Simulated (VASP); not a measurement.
# Ni (P6_3/mmc) in VASP: a series of runs

The runs below take Ni through single point, relaxation of cell and atoms, with BLYP.

All numbers are computed with VASP 6.6.1; they aren't measurements. Logs are shortened: lines on timing, memory, paths and dates and some standing lists are left out, and cuts for length are marked.

## (1) The cell of the first run

It takes space group P6_3/mmc (No. 194, hexagonal). Conventional cell: a = 2.592 Å, b = 2.592 Å, c = 4.264 Å, α = 90.00°, β = 90.00°, γ = 120.00°. Ni (site symmetry -6m2) has 12 Ni at 2.59 to 2.60 Å within 3.4 Å.

This isn't the form of Ni at room conditions, which is fcc.

## (2) Single point, BLYP, collinear spin, ferromagnetic start (12.40 Å³/atom)

Contents of INCAR:

```
PREC = Accurate ; ENCUT = 520
EDIFF = 1E-6 ; ISMEAR = -1
SIGMA = 0.05 ; LREAL = False
LASPH = True ; NELM = 150
ALGO = Normal ; ISIF = 2
LWAVE = False ; LCHARG = True
ISPIN = 2 ; MAGMOM = 0.657 0.657
LORBIT = 11 ; LMAXMIX = 4
GGA = B5 ; ALDAX = 1.0
AGGAX = 1.0 ; AGGAC = 1.0
ALDAC = 0.0 ; LELF = True
LVHAR = True ; NBANDS = 21
```

Contents of KPOINTS:

```
Automatic mesh
0
Gamma
  16 16 9
```

Contents of POSCAR:

```
Ni
1.0
    2.5917708135      0.0000000000      0.0000000000
   -1.2958854068      2.2445393653      0.0000000000
    0.0000000000      0.0000000000      4.2643692175
Ni
2
Direct
    0.3333333333      0.6666666667      0.2500000000
    0.6666666667      0.3333333333      0.7500000000
```

Potentials or basis: VASP PAW PBE potentials, release 64 (Ni).

On the command line:

```bash
$ cat potpaw_PBE.64/Ni/POTCAR > POTCAR
$ mpirun -np 1 vasp_std > vasp.out
```

OUTCAR:

```text
PREC = Accurate
   ENCUT = 520
   EDIFF = 1E-6
   ISMEAR = -1
   LREAL = False
   LASPH = True
   NELM = 150
   ISIF = 2
   ISPIN = 2
   LORBIT = 11
   GGA = B5

 ion  position               nearest neighbor table
   1  0.333  0.667  0.250-   2 2.60   2 2.60   2 2.60   2 2.60   2 2.60   2 2.60
   2  0.667  0.333  0.750-   1 2.60   1 2.60   1 2.60   1 2.60   1 2.60   1 2.60

  LATTYP: Found a hexagonal cell.
 ALAT       =     2.5917708135
 C/A-ratio  =     1.6453496564

  Lattice vectors:

 A1 = (   2.5917708135,   0.0000000000,   0.0000000000)
 A2 = (  -1.2958854068,   2.2445393653,   0.0000000000)
 A3 = (   0.0000000000,   0.0000000000,   4.2643692175)

Analysis of symmetry for initial positions (statically):
=====================================================================
 Subroutine PRICEL returns:
 Original cell was already a primitive cell.

 Routine SETGRP: Setting up the symmetry group for a
 hexagonal supercell.

 Subroutine GETGRP returns: Found 24 space group operations
 (whereof 12 operations were pure point group operations)
 out of a pool of 24 trial point group operations.

The static configuration has the point symmetry D_3d.
 The point group associated with its full space group is D_6h.

Analysis of symmetry for dynamics (positions and initial velocities):
=====================================================================
 Subroutine PRICEL returns:
 Original cell was already a primitive cell.

 Routine SETGRP: Setting up the symmetry group for a
 hexagonal supercell.

 Subroutine GETGRP returns: Found 24 space group operations
 (whereof 12 operations were pure point group operations)
 out of a pool of 24 trial point group operations.

The dynamic configuration has the point symmetry D_3d.
 The point group associated with its full space group is D_6h.

Analysis of structural, dynamic, and magnetic symmetry:
=====================================================================
 Subroutine PRICEL returns:
 Original cell was already a primitive cell.

 Routine SETGRP: Setting up the symmetry group for a
 hexagonal supercell.

 Subroutine GETGRP returns: Found 24 space group operations
 (whereof 12 operations were pure point group operations)
 out of a pool of 24 trial point group operations.

The overall configuration has the point symmetry D_3d.
 The point group associated with its full space group is D_6h.

[... 115 lines left out ...]
   IALGO  =     38    algorithm
   IMIX   =      4    mixing-type and parameters
     AMIX     =   0.40;   BMIX     =  1.00
     AMIX_MAG =   1.60;   BMIX_MAG =  1.00
  volume/ion in A,a.u.               =      12.40        83.70
  Fermi-wavevector in a.u.,A,eV,Ry     =   1.523674  2.879326 31.587032  2.321581
  Thomas-Fermi vector in A             =   2.632085
   LORBIT       =     11    0 simple, 1 ext, 2 COOP (PROOUT), +10 PAW based schemes
   GGA     = B5    functional components
   LHFCALC =     F    Hartree Fock is set to
   AEXX    =    0.0000 exact exchange contribution
   IVDW    =     0    specifies the selected vdW correction
   LEPSILON=     F    determine dielectric tensor
   LRPA    =     F    only Hartree local field effects (RPA)
 spin polarized calculation
  energy-cutoff  :      520.00
  volume of cell :       24.81
 maximum number of plane-waves:       682
 NGX is ok and might be reduce to    20
   NGX =  9   NGY =  9   NGZ = 15

 number of electron      19.9999991 magnetization       1.2602646

 Free energy of the ion-electron system (eV)
  ---------------------------------------------------
  ext. energy  EPLUGINS =         0.00000000
  ---------------------------------------------------
  free energy    TOTEN  =        -9.11502850 eV

  energy without entropy =       -9.07178346  energy(sigma->0) =       -9.09340598

 E-fermi :   8.0987     XC(G=0): -11.9189

 val. band max:        8.0980778460   @ k =   0.1875   0.0625   0.2222
 cond. band min:       8.1000450293   @ k =   0.0625   0.0625   0.1111
 fundamental gap:      0.0019671833
 Fermi energy:         8.0986907701

 spin component 1

 k-point     1 :       0.0000    0.0000    0.0000
  band No.  band energies     occupation
      1       0.0830      1.00000
      2       3.9502      1.00000
      3       5.9647      1.00000
      4       6.0622      1.00000
      5       6.0622      1.00000
      6       6.2718      1.00000
[... 565 lines left out ...]
     20      34.4889      0.00000
     21      37.4582      0.00000

 [... further k-points ...]

 spin component 2

 k-point     1 :       0.0000    0.0000    0.0000
  band No.  band energies     occupation
      1       0.0732      1.00000
      2       4.3618      1.00000
      3       6.6671      1.00000
      4       6.7221      1.00000
      5       6.7221      1.00000
      6       6.9474      1.00000
[... 565 lines left out ...]
     20      34.5614      0.00000
     21      37.4293      0.00000

 [... further k-points ...]

------------------------ aborting loop because EDIFF is reached ----------------------------------------

  FORCE on cell =-STRESS in cart. coord.  units (eV):
  Direction    XX          YY          ZZ          XY          YZ          ZX
  --------------------------------------------------------------------------------------
  -------------------------------------------------------------------------------------
  Total       -1.6353032     -1.6353032     -1.5857794      0.0000000      0.0000000      0.0000000
  in kB     -105.6161290   -105.6161290   -102.4176319      0.0000000      0.0000000      0.0000000
  external PRESSURE =    -104.5499633 kB  Pullay stress =       0.0000000 kB

 VOLUME and BASIS-vectors are now :
 -----------------------------------------------------------------------------
  energy-cutoff  :      520.00
  volume of cell :       24.81
      direct lattice vectors                 reciprocal lattice vectors
     2.591770814  0.000000000  0.000000000     0.385836585  0.222762856  0.000000000
    -1.295885407  2.244539365  0.000000000     0.000000000  0.445525713  0.000000000
     0.000000000  0.000000000  4.264369217     0.000000000  0.000000000  0.234501271

 POSITION                                       TOTAL-FORCE (eV/Angst)
 -----------------------------------------------------------------------------------
     -0.00000      1.49636      1.06609         0.000000      0.000000      0.000000
      1.29589      0.74818      3.19828         0.000000     -0.000000      0.000000
 -----------------------------------------------------------------------------------
    total drift:                               -0.000000      0.000000     -0.000000

  FREE ENERGIE OF THE ION-ELECTRON SYSTEM (eV)
  ---------------------------------------------------
  free  energy   TOTEN  =        -9.1150284953 eV

  energy  without entropy=       -9.0717834630  energy(sigma->0) =       -9.09340598

 total charge

# of ion       s       p       d       tot
------------------------------------------
    1        0.451   0.380   8.327   9.158
    2        0.451   0.380   8.327   9.158
--------------------------------------------------
tot          0.901   0.760  16.654  18.316

 magnetization (x)

# of ion       s       p       d       tot
------------------------------------------
    1       -0.005  -0.020   0.673   0.648
    2       -0.005  -0.020   0.673   0.648
--------------------------------------------------
tot         -0.010  -0.041   1.347   1.296
```

OSZICAR:

```text
N       E                     dE             d eps       ncg     rms          rms(c)
DAV:   1     0.990552769157E+02    0.99055E+02   -0.88998E+03 13264   0.130E+03
DAV:   2    -0.521258416257E+01   -0.10427E+03   -0.96476E+02 12830   0.230E+02
DAV:   3    -0.107762771510E+02   -0.55637E+01   -0.53247E+01 14429   0.615E+01
DAV:   4    -0.108466495220E+02   -0.70372E-01   -0.70316E-01 14560   0.652E+00
DAV:   5    -0.108485568247E+02   -0.19073E-02   -0.19072E-02 14772   0.107E+00    0.120E+01
DAV:   6    -0.100184816933E+02    0.83008E+00   -0.78277E+00 14650   0.567E+01    0.949E+00
DAV:   7    -0.913536203499E+01    0.88312E+00   -0.20100E+00 14431   0.251E+01    0.187E+00
DAV:   8    -0.912091409735E+01    0.14448E-01   -0.13240E-02 15551   0.905E-01    0.105E+00
DAV:   9    -0.911648138346E+01    0.44327E-02   -0.61739E-04 19882   0.318E-01    0.348E-01
DAV:  10    -0.911506470189E+01    0.14167E-02   -0.24135E-04 19616   0.288E-01    0.716E-02
DAV:  11    -0.911505412985E+01    0.10572E-04   -0.53258E-05 15850   0.911E-02    0.476E-02
DAV:  12    -0.911502756866E+01    0.26561E-04   -0.65176E-06 18818   0.440E-02    0.216E-02
DAV:  13    -0.911502924892E+01   -0.16803E-05   -0.27044E-06 13558   0.180E-02    0.104E-02
DAV:  14    -0.911502849532E+01    0.75360E-06   -0.88277E-08  7435   0.482E-03
   1 F= -.91150285E+01 E0= -.90934060E+01  d E =-.432450E-01  mag=     1.2606
```

Wall time 82 s (1 thread of Intel Xeon Platinum 8488C (Sapphire Rapids), shared host); peak memory 0.22 GiB.

What came out:

| Item | Value |
| --- | --- |
| Free energy | -9.1150 eV |
| Pressure | -10.5 GPa |
| Net moment | 1.26 μB per cell |
| Site moments | Ni +0.65 μB |
| Valence electrons inside the program's atomic spheres | Ni 9.16 |

Caveat: the cell stands under tension; the PAW data sets were made with another functional, which shifts forces and pressure a little.

## (3) Single point, BLYP, collinear spin, ferromagnetic start (12.86 Å³/atom)

This run uses another cell than the first one, of 12.86 Å³/atom.

Contents of INCAR:

```
PREC     = Accurate       # precision mode
ENCUT    = 520            # plane-wave cutoff, eV
EDIFF    = 1E-6           # SCF threshold, eV
ISMEAR   = -1             # smearing method
SIGMA    = 0.05           # smearing width, eV
LREAL    = False          # projectors in reciprocal space
LASPH    = True           # aspherical terms in the spheres
NELM     = 150            # most SCF steps
ALGO     = Normal         # electronic algorithm
ISIF     = 2              # what is computed and relaxed
LWAVE    = False          # write WAVECAR
LCHARG   = False          # write CHGCAR
ISPIN    = 2              # spin polarisation
MAGMOM   = 0.657 0.657    # initial moments
LORBIT   = 11             # projections on sites
LMAXMIX  = 4              # l up to which the mixer works
GGA      = B5             # functional
ALDAX    = 1.0          
AGGAX    = 1.0          
AGGAC    = 1.0          
ALDAC    = 0.0          
NBANDS   = 21             # bands
```

KPOINTS is that of step 2.

Contents of POSCAR:

```
Ni
1.0
    2.6233808900      0.0000000000      0.0000000000
   -1.3116904450      2.2719144945      0.0000000000
    0.0000000000      0.0000000000      4.3163788460
Ni
2
Direct
    0.3333333333      0.6666666667      0.2500000000
    0.6666666667      0.3333333333      0.7500000000
```

Potentials or basis: VASP PAW PBE potentials, release 64 (Ni).

On the command line:

```bash
$ cat potpaw_PBE.64/Ni/POTCAR > POTCAR
$ mpirun -np 1 vasp_std > vasp.out
```

Wall time 80 s (1 thread of Intel Xeon Platinum 8488C (Sapphire Rapids), shared host); peak memory 0.23 GiB.

It converged, with:

| Item | Value |
| --- | --- |
| Free energy | -9.0448 eV |
| Pressure | -14.0 GPa |
| Net moment | 1.31 μB per cell |
| Site moments | Ni +0.67 μB |
| Valence electrons inside the program's atomic spheres | Ni 9.11 |

Stress tensor (GPa, compression positive):
```
-14.07   0.00   0.00
  0.00 -14.07   0.00
  0.00   0.00 -13.90
```

Levels at points of the mesh, in eV from the Fermi level:
Spin up:
```tsv
k point	band 7	band 8	band 9	band 10	band 11	band 12	band 13	band 14	band 15	band 16
(0.00, 0.00, 0.00)	-1.78	-1.44	-1.44	-0.71	-0.71	0.15	4.48	21.64	21.66	21.66
(0.50, 0.00, 0.00)	-1.75	-0.64	-0.59	-0.55	1.08	2.54	8.42	8.61	11.33	11.41
```
Spin down:
```tsv
k point	band 6	band 7	band 8	band 9	band 10	band 11	band 12	band 13
(0.00, 0.00, 0.00)	-1.08	-1.08	-0.78	-0.78	-0.01	-0.01	0.12	4.89
(0.50, 0.00, 0.00)	-1.34	-1.05	0.12	0.12	0.22	1.51	2.92	8.53
```

Caveat: the cell stands under tension; the PAW data sets were made with another functional, which shifts forces and pressure a little.

## (4) Relaxation of cell and atoms, BLYP, collinear spin, ferromagnetic start

This run uses another cell than the first one, of 10.94 Å³/atom.

Contents of INCAR:

```
PREC = Accurate
ENCUT = 600
EDIFF = 1E-6
ISMEAR = -1
SIGMA = 0.05
LREAL = F
LASPH = T
NELM = 150
ALGO = Normal
ISIF = 3
LWAVE = F
LCHARG = F
ISPIN = 2
MAGMOM = 0.8 0.8
LORBIT = 11
LMAXMIX = 4
GGA = B5
ALDAX = 1.0
AGGAX = 1.0
AGGAC = 1.0
ALDAC = 0.0
IBRION = 2
NSW = 80
EDIFFG = -0.01
```

Contents of KPOINTS:

```
regular mesh
0
Gamma
  14 14 8
```

Contents of POSCAR:

```
Ni
1.0
    2.4917559660      0.0000000000      0.0000000000
   -1.2458779830      2.1579239666      0.0000000000
    0.0000000000      0.0000000000      4.0690374925
Ni
2
Direct
    0.3333333333      0.6666666667      0.2500000000
    0.6666666667      0.3333333333      0.7500000000
```

On the command line:

```bash
$ cat potpaw_PBE.64/Ni/POTCAR > POTCAR
$ mpirun -np 1 vasp_std > vasp.out
```

Wall time 3.5 min (1 thread of Intel Xeon Platinum 8488C (Sapphire Rapids), shared host); peak memory 0.21 GiB.

Results (log left out):

```yaml
Free_energy: -9.1764 eV
Relaxed_volume: 11.47 Å³/atom
Relaxed_cell: a = 2.524 Å, b = 2.524 Å, c = 4.158 Å, α = 90.00°, β = 90.00°, γ = 120.00°
Space_group_after_relaxing_to_0.1_Å: P6_3/mmc (No. 194)
Energy_gained_by_relaxing: 14.7 meV/atom
Ionic_steps: 6
Pressure_after_relaxing: 0.1 GPa
Net_moment: 1.18 μB per cell
Site_moments: Ni +0.60 μB
Valence_electrons_inside_the_program's_atomic_spheres: Ni 9.27
```

The path:
```tsv
step	energy change (eV)	largest force (eV/Å)	pressure (GPa)	volume (Å³)
1	0.0000	0.0000	8.87	21.88
2	-0.0129	0.0000	-5.65	23.85
3	-0.0291	0.0000	-0.12	22.97
4	-0.0291	0.0000	0.09	22.95
5	-0.0292	0.0000	0.09	22.95
6	-0.0293	0.0000	0.11	22.94
```

Final structure:
```cif
data_structure
_symmetry_space_group_name_H-M 'P 1'
_symmetry_Int_Tables_number 1
_cell_length_a 2.5241
_cell_length_b 2.5241
_cell_length_c 4.1583
_cell_angle_alpha 90.000
_cell_angle_beta 90.000
_cell_angle_gamma 120.000
_cell_volume 22.94
loop_
_atom_site_label
_atom_site_type_symbol
_atom_site_fract_x
_atom_site_fract_y
_atom_site_fract_z
_atom_site_occupancy
Ni1 Ni 0.33333 0.66667 0.25000 1
Ni2 Ni 0.66667 0.33333 0.75000 1
```

Levels at points of the mesh, in eV from the Fermi level:
Spin up:
```tsv
k point	band 9	band 10	band 11	band 12	band 13	band 14
(0.00, 0.00, 0.00)	-1.53	-0.67	-0.67	-0.06	5.22	22.65
(0.50, 0.00, 0.00)	-0.51	-0.47	1.24	2.95	9.10	9.45
(0.00, 0.00, 0.50)	-0.94	-0.94	-0.94	-0.94	13.80	13.80
(0.50, 0.00, 0.50)	-0.51	-0.51	1.62	1.62	6.47	6.47
```
Spin down:
```
           k point  band 7  band 8  band 9  band 10  band 11  band 12
(0.00, 0.00, 0.00)   -1.30   -0.93   -0.93    -0.09    -0.02    -0.02
(0.50, 0.00, 0.00)   -1.27    0.13    0.14     0.25     1.65     3.31
(0.00, 0.00, 0.50)   -1.60   -1.60   -0.30    -0.30    -0.30    -0.30
(0.50, 0.00, 0.50)   -0.29   -0.29    0.20     0.20     1.74     1.74
```

Caveat: the PAW data sets were made with another functional, which shifts forces and pressure a little.

## (5) Single point, BLYP

This run uses another cell than the first one, of 11.45 Å³/atom.

Contents of INCAR:

```
PREC = Accurate
ENCUT = 520
EDIFF = 1E-6
ISMEAR = -1
SIGMA = 0.1
LREAL = False
LASPH = True
NELM = 60
ALGO = Normal
ISIF = 2
LWAVE = False
LCHARG = False
GGA = B5
ALDAX = 1.0
AGGAX = 1.0
AGGAC = 1.0
ALDAC = 0.0
NBANDS = 17
```

Contents of KPOINTS:

```
regular mesh
0
Gamma
  23 23 13
```

Contents of POSCAR:

```
Ni
1.0
    2.5227213103      0.0000000000      0.0000000000
   -1.2613606552      2.1847407414      0.0000000000
    0.0000000000      0.0000000000      4.1564764506
Ni
2
Direct
    0.3333333333      0.6666666667      0.2500000000
    0.6666666667      0.3333333333      0.7500000000
```

On the command line:

```bash
$ cat potpaw_PBE.64/Ni/POTCAR > POTCAR
$ mpirun -np 1 vasp_std > vasp.out
```

It took 2 min on 1 thread of Intel Xeon Platinum 8259CL at 2.50GHz (Skylake/Cascade Lake), shared host; peak memory 0.24 GiB.

It converged, with:

- Free energy: -9.1715 eV
- Pressure: 0.2 GPa
- Band gap on the k mesh: zero (bands 10 and 11 overlap by 0.48 eV)

Stress tensor (GPa, compression positive):
```
0.25 0.00 0.00
0.00 0.25 0.00
0.00 0.00 0.10
```

Levels at points of the mesh, in eV from the Fermi level:
| k point | band 8 | band 9 | band 10 | band 11 | band 12 | band 13 |
| --- | --- | --- | --- | --- | --- | --- |
| (0.00, 0.00, 0.00) | -1.05 | -1.05 | -0.17 | -0.17 | 0.08 | 5.59 |

Caveat: the PAW data sets were made with another functional, which shifts forces and pressure a little; the run has no spin polarisation, though such a crystal can be magnetic.

## (6) Overview

```tsv
task	spin	cell	k mesh	cutoff (eV)	smearing	gap on the mesh (eV)	pressure (GPa)	moment (μB)
single point	collinear, ferromagnetic start	a = 2.592, b = 2.592, c = 4.264 Å, angles 90.0, 90.0, 120.0°, 2 atoms	16 × 16 × 9	520	fermi-dirac 0.05 eV	none	-10.5	1.26
single point	collinear, ferromagnetic start	a = 2.623, b = 2.623, c = 4.316 Å, angles 90.0, 90.0, 120.0°, 2 atoms	16 × 16 × 9	520	fermi-dirac 0.05 eV	none	-14.0	1.31
relaxation of cell and atoms	collinear, ferromagnetic start	relaxed from a = 2.492, b = 2.492, c = 4.069 Å, angles 90.0, 90.0, 120.0°, 2 atoms	14 × 14 × 8	600	fermi-dirac 0.05 eV	none	0.1	1.18
single point	off	a = 2.523, b = 2.523, c = 4.156 Å, angles 90.0, 90.0, 120.0°, 2 atoms	23 × 23 × 13	520	fermi-dirac 0.1 eV	none	0.2	-
```

Alike in all rows: level BLYP; potentials or basis VASP PAW PBE potentials, release 64 (Ni).

Caveats: the PAW data sets were made with another functional, which shifts forces and pressure a little; the cell stands under tension (at least some runs).

Absolute energies hang on the potentials; compare differences alone.
